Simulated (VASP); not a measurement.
# Zr (P6/mmm) in VASP: relaxation of cell and atoms with r2SCAN

Aim: the relaxation of cell and atoms of Zr with r2SCAN.

All numbers are computed with VASP 6.6.1; they aren't measurements. Logs are shortened: lines on timing, memory, paths and dates and some standing lists are left out, and cuts for length are marked.

## Step 1: The cell of the first run

Symmetry: P6/mmm, No. 191, hexagonal system. Conventional cell: a = 4.862 Å, b = 4.862 Å, c = 3.006 Å, α = 90.00°, β = 90.00°, γ = 120.00°. Zr (site symmetry 6/mmm) has 14 Zr at 3.01 to 3.18 Å within 4.0 Å. Zr (site symmetry -6m2) has 11 Zr at 2.81 to 3.18 Å within 3.7 Å.

This isn't the form of Zr at room conditions, which is hcp.

## Step 2: Relaxation of cell and atoms, r2SCAN

POSCAR reads:

```
Zr
1.0
    4.8619979598      0.0000000000      0.0000000000
   -2.4309989799      4.2106137463      0.0000000000
    0.0000000000      0.0000000000      3.0063384410
Zr
3
Direct
    0.0000000000      0.0000000000      0.0000000000
    0.3333333333      0.6666666667      0.5000000000
    0.6666666667      0.3333333333      0.5000000000
```

INCAR.step1 reads:

```
PREC = Accurate
ENCUT = 600
ISMEAR = 0
SIGMA = 0.1
LREAL = F
LASPH = T
NELM = 100
GGA = PE
ALGO = Normal
EDIFF = 1E-4
LWAVE = T
LCHARG = F
```

INCAR.step2 reads:

```
PREC = Accurate
ENCUT = 600
EDIFF = 1E-6
ISMEAR = 0
SIGMA = 0.1
LREAL = F
LASPH = T
NELM = 100
ALGO = Normal
ISIF = 3
LWAVE = F
LCHARG = F
METAGGA = R2SCAN
LMIXTAU = T
IBRION = 2
NSW = 80
EDIFFG = -0.05
ISTART = 1
```

KPOINTS reads:

```
Automatic mesh
0
Gamma
  6 6 6
```

Potentials or basis: VASP PAW PBE potentials, release 64 (Zr_sv).

Run with:

```bash
cat potpaw_PBE.64/Zr_sv/POTCAR > POTCAR
cp INCAR.step1 INCAR
mpirun -np 1 vasp_std > vasp.out
cp INCAR.step2 INCAR
mpirun -np 1 vasp_std > vasp.out
```

OUTCAR:

```text
PREC = Accurate
   ENCUT = 600
   EDIFF = 1E-6
   ISMEAR = 0
   LREAL = F
   LASPH = T
   NELM = 100
   ISIF = 3
   METAGGA = R2SCAN
   IBRION = 2
   NSW = 80
   EDIFFG = -0.05
   ISTART = 1

 ion  position               nearest neighbor table
   1  0.000  0.000  0.000-   2 3.18   3 3.18   2 3.18   3 3.18   2 3.18   2 3.18   3 3.18   3 3.18
                             3 3.18   3 3.18   2 3.18   2 3.18
   2  0.333  0.667  0.500-   3 2.81   3 2.81   3 2.81   1 3.18   1 3.18   1 3.18   1 3.18   1 3.18
                             1 3.18
   3  0.667  0.333  0.500-   2 2.81   2 2.81   2 2.81   1 3.18   1 3.18   1 3.18   1 3.18   1 3.18
                             1 3.18

  LATTYP: Found a hexagonal cell.
 ALAT       =     4.8619979598
 C/A-ratio  =     0.6183339577

  Lattice vectors:

 A1 = (   4.8619979598,   0.0000000000,   0.0000000000)
 A2 = (  -2.4309989799,   4.2106137463,   0.0000000000)
 A3 = (   0.0000000000,   0.0000000000,   3.0063384410)

Analysis of symmetry for initial positions (statically):
=====================================================================
 Subroutine PRICEL returns:
 Original cell was already a primitive cell.

 Routine SETGRP: Setting up the symmetry group for a
 hexagonal supercell.

 Subroutine GETGRP returns: Found 24 space group operations
 (whereof 24 operations were pure point group operations)
 out of a pool of 24 trial point group operations.

The static configuration has the point symmetry D_6h.

Analysis of symmetry for dynamics (positions and initial velocities):
=====================================================================
 Subroutine PRICEL returns:
 Original cell was already a primitive cell.

 Routine SETGRP: Setting up the symmetry group for a
 hexagonal supercell.

 Subroutine GETGRP returns: Found 24 space group operations
 (whereof 24 operations were pure point group operations)
 out of a pool of 24 trial point group operations.

The dynamic configuration has the point symmetry D_6h.

 Subroutine INISYM returns: Found 24 space group operations
 (whereof 24 operations are pure point group operations),
 and found     1 'primitive' translations

----------------------------------------------------------------------------------------

                                     Primitive cell

  volume of cell :      61.5457

  direct lattice vectors                    reciprocal lattice vectors
     4.861997960  0.000000000  0.000000000     0.205676763  0.118747534  0.000000000
    -2.430998980  4.210613746  0.000000000     0.000000000  0.237495068  0.000000000
     0.000000000  0.000000000  3.006338441     0.000000000  0.000000000  0.332630547

  length of vectors
     4.861997960  4.861997960  3.006338441     0.237495068  0.237495068  0.332630547

  position of ions in fractional coordinates (direct lattice)
     0.000000000  0.000000000  0.000000000
     0.333333333  0.666666667  0.500000000
     0.666666667  0.333333333  0.500000000

  ion indices of the primitive-cell ions
   primitive index   ion index
                 1           1
                 2           2
                 3           3

----------------------------------------------------------------------------------------

 KPOINTS: Automatic mesh

Automatic generation of k-mesh.
 Grid dimensions read from file:
 generate k-points for:    6    6    6

 Generating k-lattice:

  Cartesian coordinates                     Fractional coordinates (reciprocal lattice)
     0.034279460  0.019791256  0.000000000     0.166666667 -0.000000000  0.000000000
     0.000000000  0.039582511  0.000000000     0.000000000  0.166666667  0.000000000
     0.000000000  0.000000000  0.055438424     0.000000000  0.000000000  0.166666667

  Length of vectors
     0.039582511  0.039582511  0.055438424

  Shift w.r.t. Gamma in fractional coordinates (k-lattice)
     0.000000000  0.000000000  0.000000000

 Subroutine IBZKPT returns following result:
 ===========================================

 Found     28 irreducible k-points:

 Following reciprocal coordinates:
            Coordinates               Weight
  0.000000  0.000000  0.000000      1.000000
  0.166667  0.000000  0.000000      6.000000
  0.333333  0.000000  0.000000      6.000000
  0.500000  0.000000  0.000000      3.000000
  0.166667  0.166667  0.000000      6.000000
  0.333333  0.166667  0.000000     12.000000
[... 16 lines left out ...]
  0.166667  0.000000  0.500000      6.000000
  0.333333  0.000000  0.500000      6.000000
 [... further k-points ...]
   k-points           NKPTS =     28   k-points in BZ     NKDIM =     28   number of bands    NBANDS=     22
   number of dos      NEDOS =    301   number of ions     NIONS =      3
   total plane-waves  NPLWV =  38400
   dimension x,y,z NGX =    40 NGY =   40 NGZ =   24
   dimension x,y,z NGXF=    80 NGYF=   80 NGZF=   48
   ions per type =               3
   NGX,Y,Z   is equivalent  to a cutoff of  13.68, 13.68, 13.27 a.u.
   NGXF,Y,Z  is equivalent  to a cutoff of  27.35, 27.35, 26.54 a.u.
 SYSTEM =  unknown system
   PREC   = accura    normal or accurate (medium, high low for compatibility)
   ISTART =      1    job   : 0-new  1-cont  2-samecut
   ICHARG =      0    charge: 1-file 2-atom 10-const
   ISPIN  =      1    spin polarized calculation?
   LNONCOLLINEAR =      F non collinear calculations
   LSORBIT =      F    spin-orbit coupling
   LASPH  =      T    aspherical Exc in radial PAW
   ENCUT  =  600.0 eV  44.10 Ry    6.64 a.u.   9.71  9.71  6.00*2*pi/ulx,y,z
   NELM   =    100;   NELMIN=  2; NELMDL=  0     # of ELM steps
   EDIFF  = 0.1E-05   stopping-criterion for ELM
   LREAL  =      F    real-space projection
   EDIFFG = -.5E-01   stopping-criterion for IOM
   NSW    =     80    number of steps for IOM
   IBRION =      2    ionic relax: 0-MD 1-quasi-New 2-CG
   NFREE  =      1    steps in history (QN), initial steepest desc. (CG)
   ISIF   =      3    stress and relaxation
   ISYM   =      2    0-nonsym 1-usesym 2-fastsym
   POTIM  = 0.5000    time-step for ionic-motion
   TEBEG  =    0.0;   TEEND  =   0.0 temperature during run
   PSTRESS=    0.0 pullay stress
   NELECT =      36.0000    total number of electrons
   NUPDOWN=      -1.0000    fix difference up-down
   EMIN   =  10.00;   EMAX   =-10.00  energy-range for DOS
   EFERMI =   0.00;   METHOD = LEGACY
   ISMEAR =     0;   SIGMA  =   0.10  broadening in eV -4-tet -1-fermi 0-gaus
   EFERMI_NEDOS =   21; number of points for ismear=-14 and -15
   IALGO  =     38    algorithm
   IMIX   =      4    mixing-type and parameters
     AMIX     =   0.40;   BMIX     =  1.00
     AMIX_MAG =   1.60;   BMIX_MAG =  1.00
  volume/ion in A,a.u.               =      20.52       138.44
  Fermi-wavevector in a.u.,A,eV,Ry     =   1.369125  2.587270 25.504151  1.874502
  Thomas-Fermi vector in A             =   2.495028
   LORBIT       =      0    0 simple, 1 ext, 2 COOP (PROOUT), +10 PAW based schemes
   METAGGA = R2SCAN    functional components
   LHFCALC =     F    Hartree Fock is set to
   AEXX    =    0.0000 exact exchange contribution
   IVDW    =     0    specifies the selected vdW correction
   LEPSILON=     F    determine dielectric tensor
   LRPA    =     F    only Hartree local field effects (RPA)
 conjugate gradient relaxation of ions
 non-spin polarized calculation
 Gauss-broadening in eV      SIGMA  =   0.10
  energy-cutoff  :      600.00
  volume of cell :       61.55
 maximum number of plane-waves:      2082
 NGX is ok and might be reduce to    40
   NGX = 19   NGY = 19   NGZ = 13

--------------------------------------- Ionic step        1  -------------------------------------------

 number of electron      36.0000000 magnetization

 Free energy of the ion-electron system (eV)
  ---------------------------------------------------
  ext. energy  EPLUGINS =         0.00000000
  ---------------------------------------------------
  free energy    TOTEN  =       -67.96017234 eV

  energy without entropy =      -67.94813323  energy(sigma->0) =      -67.95415278

 E-fermi :  10.3424     XC(G=0): -12.6090

 val. band max:       10.3286147727   @ k =   0.5000   0.0000   0.1667
 cond. band min:      10.3813497877   @ k =   0.3333   0.1667   0.3333
 fundamental gap:      0.0527350150
 Fermi energy:        10.3423625998

 k-point     1 :       0.0000    0.0000    0.0000
  band No.  band energies     occupation
      1     -39.9397      2.00000
      2     -39.6773      2.00000
      3     -39.4242      2.00000
      4     -17.6241      2.00000
      5     -17.6241      2.00000
      6     -17.4706      2.00000
[... 14 lines left out ...]
     21      12.3248      0.00000
     22      12.3248      0.00000
[... 708 lines left out ...]
 POSITION                                       TOTAL-FORCE (eV/Angst)
 -----------------------------------------------------------------------------------
      0.00000      0.00000      0.00000        -0.000000      0.000000      0.000000
     -0.00000      2.91261      1.57511        -0.000000      0.000000      0.000000
      2.52239      1.45630      1.57511         0.000000      0.000000     -0.000000
 -----------------------------------------------------------------------------------
    total drift:                                0.000000      0.000000      0.000000

  FREE ENERGIE OF THE ION-ELECTRON SYSTEM (eV)
  ---------------------------------------------------
  free  energy   TOTEN  =       -68.2891602267 eV

  energy  without entropy=      -68.2745707895  energy(sigma->0) =      -68.28186551

--------------------------------------- Ionic step        5  -------------------------------------------

 number of electron      36.0000000 magnetization

 Free energy of the ion-electron system (eV)
  ---------------------------------------------------
  ext. energy  EPLUGINS =         0.00000000
  ---------------------------------------------------
  free energy    TOTEN  =       -68.29047058 eV

  energy without entropy =      -68.27700800  energy(sigma->0) =      -68.28373929

 E-fermi :   8.9866     XC(G=0): -11.9895

 val. band max:        8.9675936969   @ k =   0.3333   0.1667   0.3333
 cond. band min:       9.0385020480   @ k =   0.3333   0.1667   0.0000
 fundamental gap:      0.0709083511
 Fermi energy:         8.9866249127

 k-point     1 :       0.0000    0.0000    0.0000
  band No.  band energies     occupation
      1     -41.6183      2.00000
      2     -41.3471      2.00000
      3     -41.1433      2.00000
      4     -19.0797      2.00000
      5     -19.0797      2.00000
      6     -19.0534      2.00000
[... 14 lines left out ...]
     21      10.8085      0.00000
     22      10.8085      0.00000
[... 597 lines left out ...]
 POSITION                                       TOTAL-FORCE (eV/Angst)
 -----------------------------------------------------------------------------------
      5.03103      0.00000     -0.00000        -0.000000      0.000000     -0.000000
     -0.00000      2.90467      1.58249        -0.000000      0.000000     -0.000000
      2.51552      1.45233      1.58249         0.000000     -0.000000      0.000000
 -----------------------------------------------------------------------------------
    total drift:                                0.000000      0.000000      0.000000

  FREE ENERGIE OF THE ION-ELECTRON SYSTEM (eV)
  ---------------------------------------------------
  free  energy   TOTEN  =       -68.2904705755 eV

  energy  without entropy=      -68.2770080002  energy(sigma->0) =      -68.28373929

 reached required accuracy - stopping structural energy minimisation
```

Run time: 18 min. Hardware: 1 thread of Intel Xeon 8259CL, shared host; peak memory 0.23 GiB.

What came out:

```
Free energy                           : -68.2905 eV
Relaxed volume                        : 23.13 Å³/atom
Relaxed cell                          : a = 5.031 Å, b = 5.031 Å, c = 3.165 Å, α = 90.00°, β = 90.00°, γ = 120.00°
Space group after relaxing (to 0.1 Å) : P6/mmm (No. 191)
Energy gained by relaxing             : 110.1 meV/atom
Ionic steps                           : 5
Pressure after relaxing               : 0.0 GPa
Band gap on the k mesh                : zero (bands 18 and 19 overlap by 0.35 eV)
```

The path:
```csv
step,energy change (eV),largest force (eV/Å),pressure (GPa),volume (Å³)
1,0.0000,0.0000,14.41,61.55
2,0.0336,0.0000,-10.39,79.48
3,-0.3288,0.0000,-0.40,69.65
4,-0.3290,0.0000,-0.06,69.43
5,-0.3303,0.0000,-0.03,69.38
```

Final structure:
```
CELL_PARAMETERS angstrom
5.03103 0.00000 0.00000
-2.51552 4.35700 0.00000
0.00000 0.00000 3.16497
ATOMIC_POSITIONS crystal
Zr 0.00000 0.00000 0.00000
Zr 0.33333 0.66667 0.50000
Zr 0.66667 0.33333 0.50000
```

Caveat: the PAW data sets were made with another functional, which shifts forces and pressure a little.

The gap in the log of VASP goes by the Fermi energy; the results here count the filled bands.